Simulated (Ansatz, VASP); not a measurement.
Two plane-wave programs on Ta

```
Ta
1.0
    -1.64187    1.64187    1.64187
     1.64187   -1.64187    1.64187
     1.64187    1.64187   -1.64187
Ta
1
Direct
  0.00000 0.00000 0.00000
```

Alike in both runs: functional PBEsol; k mesh 20 × 20 × 20; occupations fermi-dirac, width 0.15 eV; no spin polarisation.

Ansatz relaxed the structure, and its values are those at the end. VASP's run is a single point on that final structure, the one shown.

```csv
,VASP,Ansatz
version,VASP 6.6.1,Ansatz 0.2.0
potentials or method,"VASP PAW PBE potentials, release 64 (Ta_pv), cutoff 520 eV","scalar-relativistic, plane waves, PAW"
valence electrons in the cell,11,13
```

|  | VASP | Ansatz | Ansatz less VASP |
| --- | --- | --- | --- |
| gap on the k mesh at the Fermi level (eV) | none | none | - |
| pressure (GPa) | 0.2 | 0.0 | -0.22 |

VASP's potentials were made for PBE, not for PBEsol. A gap of «none» marks a metal or a gap that the smearing closes. VASP's potentials hold 11 valence electrons a cell and Ansatz's 13, so a difference there can come from the potentials and not from the codes.

Spin-orbit coupling is off throughout.
